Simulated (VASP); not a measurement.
Input of a VASP 6.6.1 run:

The input INCAR:

```
SYSTEM = Ga
  PREC = Accurate
  ENCUT = 520
  EDIFF = 1E-6
  ISMEAR = -1
  SIGMA = 0.05
  LREAL = .FALSE.
  LASPH = .TRUE.
  NELM = 80
  ALGO = Normal
  ISIF = 2
  LWAVE = .FALSE.
  LCHARG = .TRUE.
  GGA = PE
  LELF = .TRUE.
  LVHAR = .TRUE.
  NBANDS = 12
```

KPOINTS

```
regular mesh
0
G
  17 17 15
  0 0 0
```

The input POSCAR:

```
Ga
1.0
    2.5944976736      0.0000000000      0.0000000000
   -1.2972488368      2.2469008954      0.0000000000
    0.0000000000      0.0000000000      2.4930731822
Ga
1
Direct
    0.0000000000      0.0000000000      0.0000000000
```

Potentials or basis: VASP PAW PBE potentials, release 64 (Ga_d).

Run with:

```sh
$ cat potpaw_PBE.64/Ga_d/POTCAR > POTCAR
$ mpirun -np 1 vasp_std > vasp.out
```

**Question.** What does it give for the pressure?

**Answer.** 29.2 GPa.
